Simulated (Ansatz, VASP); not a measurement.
## TaN: VASP beside Ansatz

The input INCAR:

```
ALGO     = Normal         # electronic algorithm
EDIFF    = 1E-6           # SCF threshold, eV
ENCUT    = 520            # plane-wave cutoff, eV
GGA      = PE             # functional
ISIF     = 2              # what is computed and relaxed
ISMEAR   = 0              # smearing method
ISPIN    = 2              # spin polarisation
LASPH    = T              # aspherical terms in the spheres
LCHARG   = F              # write CHGCAR
LDAU     = T              # DFT+U
LDAUJ    = 0 0          
LDAUL    = 2 -1           # shell
LDAUPRINT= 1            
LDAUTYPE = 2            
LDAUU    = 2 0            # U, eV
LMAXMIX  = 4              # l up to which the mixer works
LORBIT   = 11             # projections on sites
LREAL    = F              # projectors in reciprocal space
LWAVE    = F              # write WAVECAR
MAGMOM   = 0 0 0 0 0 0 0 0 # initial moments
NBANDS   = 46             # bands
NELM     = 150            # most SCF steps
PREC     = Accurate       # precision mode
SIGMA    = 0.05           # smearing width, eV
```

Contents of KPOINTS:

```
k-points
0
Gamma
  7 7 4
```

Contents of POSCAR:

```
TaN
1.0
    3.0500020400      0.0000000000      0.0000000000
   -3.0500020400      5.2827585000      0.0000000000
    0.0000000000      0.0000000000      4.9400015300
Ta N
4 4
Direct
    0.3333333333      0.3333333334      0.0000000000
    0.6666666667      0.1666666666      0.5000000000
    0.3333333333      0.8333333333      0.0000000000
    0.6666666667      0.6666666666      0.5000000000
    0.3333333333      0.3333333334      0.3850000000
    0.6666666667      0.1666666666      0.8850000000
    0.3333333333      0.8333333333      0.3850000000
    0.6666666667      0.6666666666      0.8850000000
```

Input for Ansatz:

```yaml
crystal:
  lattice:
    - [3.05000204, 0.0, 0.0]
    - [-3.05000204, 5.2827585, 0.0]
    - [0.0, 0.0, 4.94000153]
  atoms:
    - { symbol: Ta, position: [0.3333333333, 0.3333333334, 0.0], spin: 2.0 }
    - { symbol: Ta, position: [0.6666666667, 0.1666666666, 0.5], spin: 2.0 }
    - { symbol: "N", position: [0.3333333333, 0.3333333334, 0.385] }
    - { symbol: "N", position: [0.6666666667, 0.1666666666, 0.885] }
    - { symbol: Ta, position: [0.3333333333, 0.8333333333, 0.0], spin: -2.0 }
    - { symbol: Ta, position: [0.6666666667, 0.6666666666, 0.5], spin: -2.0 }
    - { symbol: "N", position: [0.3333333333, 0.8333333333, 0.385] }
    - { symbol: "N", position: [0.6666666667, 0.6666666666, 0.885] }
basis:
  ecutwfc: 420
  ecutrho_ratio: 4
kpoints:
  mp_grid: { grid: [7, 7, 4] }
hamiltonian:
  xc: pbe
  hubbard:
    sites:
      - { site: 0, l: d, u_eff: 2.0, starting_ns: [{ spin: up, occupation_matrix: s0up }, { spin: down, occupation_matrix: s0down }] }
      - { site: 1, l: d, u_eff: 2.0, starting_ns: [{ spin: up, occupation_matrix: s1up }, { spin: down, occupation_matrix: s1down }] }
      - { site: 4, l: d, u_eff: 2.0, starting_ns: [{ spin: up, occupation_matrix: s4up }, { spin: down, occupation_matrix: s4down }] }
      - { site: 5, l: d, u_eff: 2.0, starting_ns: [{ spin: up, occupation_matrix: s5up }, { spin: down, occupation_matrix: s5down }] }
    occupation_matrices:
      s0up:
        matrix:
          - [0.495, 0.0, 0.475, 0.0, 0.0]
          - [0.0, 0.73413, 0.0, 0.41042, 0.0]
          - [0.475, 0.0, 0.495, 0.0, 0.0]
          - [0.0, 0.41042, 0.0, 0.25587, 0.0]
          - [0.0, 0.0, 0.0, 0.0, 0.02]
      s0down:
        matrix:
          - [0.02, 0.0, 0.0, 0.0, 0.0]
          - [0.0, 0.02, 0.0, 0.0, 0.0]
          - [0.0, 0.0, 0.02, 0.0, 0.0]
          - [0.0, 0.0, 0.0, 0.02, 0.0]
          - [0.0, 0.0, 0.0, 0.0, 0.02]
      s1up:
        matrix:
          - [0.495, -0.475, 0.0, 0.0, 0.0]
          - [-0.475, 0.495, 0.0, 0.0, 0.0]
          - [0.0, 0.0, 0.25587, 0.0, -0.41042]
          - [0.0, 0.0, 0.0, 0.02, 0.0]
          - [0.0, 0.0, -0.41042, 0.0, 0.73413]
      s1down:
        matrix:
          - [0.02, 0.0, 0.0, 0.0, 0.0]
          - [0.0, 0.02, 0.0, 0.0, 0.0]
          - [0.0, 0.0, 0.02, 0.0, 0.0]
          - [0.0, 0.0, 0.0, 0.02, 0.0]
          - [0.0, 0.0, 0.0, 0.0, 0.02]
      s4up:
        matrix:
          - [0.02, 0.0, 0.0, 0.0, 0.0]
          - [0.0, 0.02, 0.0, 0.0, 0.0]
          - [0.0, 0.0, 0.02, 0.0, 0.0]
          - [0.0, 0.0, 0.0, 0.02, 0.0]
          - [0.0, 0.0, 0.0, 0.0, 0.02]
      s4down:
        matrix:
          - [0.97, 0.0, 0.0, 0.0, 0.0]
          - [0.0, 0.02, 0.0, 0.0, 0.0]
          - [0.0, 0.0, 0.495, -0.475, 0.0]
          - [0.0, 0.0, -0.475, 0.495, 0.0]
          - [0.0, 0.0, 0.0, 0.0, 0.02]
      s5up:
        matrix:
          - [0.02, 0.0, 0.0, 0.0, 0.0]
          - [0.0, 0.02, 0.0, 0.0, 0.0]
          - [0.0, 0.0, 0.02, 0.0, 0.0]
          - [0.0, 0.0, 0.0, 0.02, 0.0]
          - [0.0, 0.0, 0.0, 0.0, 0.02]
      s5down:
        matrix:
          - [0.02, 0.0, 0.0, 0.0, 0.0]
          - [0.0, 0.97, 0.0, 0.0, 0.0]
          - [0.0, 0.0, 0.02, 0.0, 0.0]
          - [0.0, 0.0, 0.0, 0.02, 0.0]
          - [0.0, 0.0, 0.0, 0.0, 0.97]
    ns_hold: { iters: 12 }
scf:
  occupations: { method: gaussian, width: 0.05 }
  lower_state_search: "off"
  max_iter: 150
output:
  forces: true
  stress: true
  eigenvalues: true
  populations: true
  hubbard:
    sites:
      - { site: 0, l: d }
      - { site: 1, l: d }
      - { site: 4, l: d }
      - { site: 5, l: d }
magnetization:
  spin_polarized: true
```

Alike in both runs: task single point; functional PBE; k mesh 7 × 7 × 4; occupations gaussian, width 0.05 eV; collinear spin; Hubbard terms Ta d U = 2.0 eV.

|  | VASP | Ansatz |
| --- | --- | --- |
| version | VASP 6.6.1 | Ansatz 0.2.0 |
| potentials or method | VASP PAW PBE potentials, release 64 (Ta_pv, N), cutoff 520 eV | scalar-relativistic, plane waves, PAW |
| valence electrons in the cell | 64 | 72 |

|  | VASP | Ansatz | Ansatz less VASP |
| --- | --- | --- | --- |
| gap on the k mesh at the Fermi level (eV) | none | none | - |
| rms of the force components (eV/Å) | 1.324 | 1.253 | -0.0710 |
| net moment per atom (μB) | 0.00 | 0.00 | 0.000 |

The programs project onto different local orbitals, so the same U acts differently, and such runs can settle in different states. A gap of «none» marks a metal or a gap that the smearing closes. VASP's potentials hold 64 valence electrons a cell and Ansatz's 72, so a difference there can come from the potentials and not from the codes. Ansatz's warnings: filled band counts differ across k points, seeded moment not kept, specified occupation not kept, symmetry narrowed by occupation matrices.

Spin-orbit coupling is off throughout.
